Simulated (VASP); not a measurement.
# ZnS (F-43m) in VASP: settings compared, part 2 of 2

VASP 6.6.1.

### 5 Single point, PBE (strained)

INCAR

```
SYSTEM = ZnS
PREC     = Accurate       ! precision mode
ENCUT    = 520            ! plane-wave cutoff, eV
EDIFF    = 1E-7           ! SCF threshold, eV
ISMEAR   = 0              ! smearing method
SIGMA    = 0.02           ! smearing width, eV
LREAL    = .FALSE.        ! projectors in reciprocal space
LASPH    = .TRUE.         ! aspherical terms in the spheres
NELM     = 100            ! most SCF steps
ALGO     = Normal         ! electronic algorithm
ISIF     = 2              ! what is computed and relaxed
LWAVE    = .FALSE.        ! write WAVECAR
LCHARG   = .TRUE.         ! write CHGCAR
GGA      = PE             ! functional
LELF     = .TRUE.         ! ELF
LVHAR    = .TRUE.       
NBANDS   = 16             ! bands
```

KPOINTS

```
Automatic mesh
0
G
  10 10 10
  0 0 0
```

POSCAR

```
ZnS
1.0
    0.0000000000      2.6552089980      2.6552089980
    2.6552089980      0.0000000000      2.6552089980
    2.6552089980      2.6552089980      0.0000000000
Zn S
1 1
Direct
    0.0000000000      0.0000000000      0.0000000000
    0.7500000000      0.7500000000      0.7500000000
```

Potentials or basis: VASP PAW PBE potentials, release 64 (Zn, S).

Launch:

```sh
$ cat potpaw_PBE.64/Zn/POTCAR potpaw_PBE.64/S/POTCAR > POTCAR
$ mpirun -np 1 vasp_std > vasp.out
```

OUTCAR:

```text
SYSTEM = ZnS
   PREC = Accurate
   ENCUT = 520
   EDIFF = 1E-7
   ISMEAR = 0
   LREAL = .FALSE.
   LASPH = .TRUE.
   NELM = 100
   ISIF = 2
   GGA = PE

 ion  position               nearest neighbor table
   1  0.000  0.000  0.000-   2 2.30   2 2.30   2 2.30   2 2.30
   2  0.750  0.750  0.750-   1 2.30   1 2.30   1 2.30   1 2.30

  LATTYP: Found a face centered cubic cell.
 ALAT       =     5.3104179960

  Lattice vectors:

 A1 = (   0.0000000000,   2.6552089980,   2.6552089980)
 A2 = (   2.6552089980,   0.0000000000,   2.6552089980)
 A3 = (   2.6552089980,   2.6552089980,   0.0000000000)

Analysis of symmetry for initial positions (statically):
=====================================================================
 Subroutine PRICEL returns:
 Original cell was already a primitive cell.

 Routine SETGRP: Setting up the symmetry group for a
 face centered cubic supercell.

 Subroutine GETGRP returns: Found 24 space group operations
 (whereof 24 operations were pure point group operations)
 out of a pool of 48 trial point group operations.

The static configuration has the point symmetry T_d .

Analysis of symmetry for dynamics (positions and initial velocities):
=====================================================================
 Subroutine PRICEL returns:
 Original cell was already a primitive cell.

 Routine SETGRP: Setting up the symmetry group for a
 face centered cubic supercell.

 Subroutine GETGRP returns: Found 24 space group operations
 (whereof 24 operations were pure point group operations)
 out of a pool of 48 trial point group operations.

The dynamic configuration has the point symmetry T_d .

 Subroutine INISYM returns: Found 24 space group operations
 (whereof 24 operations are pure point group operations),
 and found     1 'primitive' translations

----------------------------------------------------------------------------------------

                                     Primitive cell

  volume of cell :      37.4392
[... 108 lines left out ...]
     AMIX     =   0.40;   BMIX     =  1.00
     AMIX_MAG =   1.60;   BMIX_MAG =  1.00
  volume/ion in A,a.u.               =      18.72       126.33
  Fermi-wavevector in a.u.,A,eV,Ry     =   1.282499  2.423571 22.378905  1.644803
  Thomas-Fermi vector in A             =   2.414807
   LORBIT       =      0    0 simple, 1 ext, 2 COOP (PROOUT), +10 PAW based schemes
   GGA     = PE    functional components
   LHFCALC =     F    Hartree Fock is set to
   AEXX    =    0.0000 exact exchange contribution
   IVDW    =     0    specifies the selected vdW correction
   LEPSILON=     F    determine dielectric tensor
   LRPA    =     F    only Hartree local field effects (RPA)
 non-spin polarized calculation
 Gauss-broadening in eV      SIGMA  =   0.02
  energy-cutoff  :      520.00
  volume of cell :       37.44
 maximum number of plane-waves:      1025
   NGX = 13   NGY = 13   NGZ = 13

 number of electron      18.0000018 magnetization

 Free energy of the ion-electron system (eV)
  ---------------------------------------------------
  ext. energy  EPLUGINS =         0.00000000
  ---------------------------------------------------
  free energy    TOTEN  =        -6.79771869 eV

  energy without entropy =       -6.79771869  energy(sigma->0) =       -6.79771869

 E-fermi :   2.7288     XC(G=0):  -9.8791

 val. band max:        2.6114662535   @ k =   0.0000   0.0000   0.0000
 cond. band min:       4.9593688377   @ k =   0.0000   0.0000   0.0000
 fundamental gap:      2.3479025842
 Fermi energy:         2.7288291765

 k-point     1 :       0.0000    0.0000    0.0000
  band No.  band energies     occupation
      1     -10.9091      2.00000
      2      -3.9519      2.00000
      3      -3.9519      2.00000
      4      -3.9519      2.00000
      5      -3.3894      2.00000
      6      -3.3894      2.00000
[... 433 lines left out ...]
      3      -3.6775      2.00000
      4      -3.6693      2.00000
      5      -3.3694      2.00000
      6      -3.3237      2.00000
[... 8 lines left out ...]
     15      16.0812      0.00000
     16      18.8318      0.00000

 [... further k-points ...]

------------------------ aborting loop because EDIFF is reached ----------------------------------------

  FORCE on cell =-STRESS in cart. coord.  units (eV):
  Direction    XX          YY          ZZ          XY          YZ          ZX
  --------------------------------------------------------------------------------------
  -------------------------------------------------------------------------------------
  Total        1.4684361      1.4684361      1.4684361      0.0000000      0.0000000      0.0000000
  in kB       62.8404829     62.8404829     62.8404829      0.0000000      0.0000000      0.0000000
  external PRESSURE =      62.8404829 kB  Pullay stress =       0.0000000 kB

 VOLUME and BASIS-vectors are now :
 -----------------------------------------------------------------------------
  energy-cutoff  :      520.00
  volume of cell :       37.44
      direct lattice vectors                 reciprocal lattice vectors
     0.000000000  2.655208998  2.655208998    -0.188309094  0.188309094  0.188309094
     2.655208998  0.000000000  2.655208998     0.188309094 -0.188309094  0.188309094
     2.655208998  2.655208998  0.000000000     0.188309094  0.188309094 -0.188309094

 POSITION                                       TOTAL-FORCE (eV/Angst)
 -----------------------------------------------------------------------------------
      0.00000      0.00000      0.00000         0.000000     -0.000000     -0.000000
      3.98281      3.98281      3.98281        -0.000000      0.000000      0.000000
 -----------------------------------------------------------------------------------
    total drift:                               -0.000002     -0.000002     -0.000002

  FREE ENERGIE OF THE ION-ELECTRON SYSTEM (eV)
  ---------------------------------------------------
  free  energy   TOTEN  =        -6.7977186911 eV

  energy  without entropy=       -6.7977186911  energy(sigma->0) =       -6.79771869
```

OSZICAR:

```text
N       E                     dE             d eps       ncg     rms          rms(c)
DAV:   1     0.915895139019E+02    0.91590E+02   -0.90087E+03  1504   0.138E+03
DAV:   2    -0.108901820090E+01   -0.92679E+02   -0.86558E+02  1696   0.268E+02
DAV:   3    -0.716545259482E+01   -0.60764E+01   -0.60499E+01  1936   0.666E+01
DAV:   4    -0.722862113545E+01   -0.63169E-01   -0.63153E-01  1792   0.692E+00
DAV:   5    -0.722931416541E+01   -0.69303E-03   -0.69301E-03  1976   0.708E-01    0.760E+00
DAV:   6    -0.682063611359E+01    0.40868E+00   -0.74148E-01  2232   0.310E+01    0.587E+00
DAV:   7    -0.679817676922E+01    0.22459E-01   -0.26896E-01  1840   0.483E+00    0.293E+00
DAV:   8    -0.679740711090E+01    0.76966E-03   -0.57012E-03  1888   0.109E+00    0.775E-01
DAV:   9    -0.679756579632E+01   -0.15869E-03   -0.14053E-03  1848   0.292E-01    0.898E-02
DAV:  10    -0.679770671530E+01   -0.14092E-03   -0.18147E-04  1856   0.982E-02    0.370E-02
DAV:  11    -0.679771788058E+01   -0.11165E-04   -0.35394E-05  1792   0.465E-02    0.969E-03
DAV:  12    -0.679771862372E+01   -0.74313E-06   -0.32913E-06  1904   0.156E-02    0.636E-03
DAV:  13    -0.679771869115E+01   -0.67432E-07   -0.24207E-07  1840   0.694E-03
   1 F= -.67977187E+01 E0= -.67977187E+01  d E =-.375461E-19
```

stdout:

```text
POSCAR found type information on POSCAR ZnS
 POSCAR found :  2 types and       2 ions
 scaLAPACK will be used
 LDA part: xc-table for (Slater+PW92), standard interpolation
 POSCAR, INCAR and KPOINTS ok, starting setup
 FFT: planning ... GRIDC
 FFT: planning ... GRID_SOFT
 FFT: planning ... GRID
 WAVECAR not read
 entering main loop
```

It took 42 s on 1 thread of Intel Xeon 8259CL, shared host; peak memory 0.17 GiB.

What came out:

```
Free energy            : -6.7977 eV
Pressure               : 6.3 GPa
Band gap on the k mesh : 2.35 eV
```

Caveat: the cell differs from its parent crystal (strained); the cell stands under pressure.

### 6 Overview

```tsv
level	cell	cutoff (eV)	smearing	gap on the mesh (eV)	pressure (GPa)
PBE+D3(BJ)	a = 3.486 Å, angles 60.0°, 2 atoms	500	gaussian 0.01 eV	2.64	35.8
PBE	a = 3.683 Å, angles 60.0°, 2 atoms	520	gaussian 0.02 eV	2.61	12.5
PBE	a = 3.741 Å, angles 60.0°, 2 atoms	520	gaussian 0.02 eV	2.40	7.3
PBE	a = 3.755 Å, angles 60.0°, 2 atoms	520	gaussian 0.02 eV	2.35	6.3
```

Alike in all rows: task single point; potentials or basis VASP PAW PBE potentials, release 64 (Zn, S); no spin polarisation; k mesh 10 × 10 × 10.

Caveats: the cell stands under pressure; three body term missing (at least some runs).

Absolute energies hang on the potentials; compare differences alone.
